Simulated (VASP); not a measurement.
Here is a VASP 6.6.1 calculation.

INCAR

```
SYSTEM = V
ALGO = Normal ; EDIFF = 1E-6
ENCUT = 500 ; GGA = PE
GGA_COMPAT = .FALSE. ; ISIF = 2
ISMEAR = -1 ; ISPIN = 2
LASPH = .TRUE. ; LCHARG = .FALSE.
LMAXMIX = 4 ; LORBIT = 11
LREAL = .FALSE. ; LWAVE = .FALSE.
MAGMOM = 0 ; NBANDS = 16
NELM = 200 ; PREC = Accurate
SIGMA = 0.1
```

The input KPOINTS:

```
k-points
0
G
  8 8 8
  0 0 0
```

Contents of POSCAR:

```
V
1.0
    0.0000000000      1.9147510000      1.9147510000
    1.9147510000      0.0000000000      1.9147510000
    1.9147510000      1.9147510000      0.0000000000
V
1
Direct
    0.0000000000      0.0000000000      0.0000000000
```

Potentials or basis: VASP PAW PBE potentials, release 64 (V_sv).

Run with:

```console
$ cat potpaw_PBE.64/V_sv/POTCAR > POTCAR
$ mpirun -np 1 vasp_std > vasp.out
```

Problem. What does it give for the pressure?

Solution. -1.0 GPa.

Problem. Estimate the net moment.

Solution. 0.00 μB per cell.
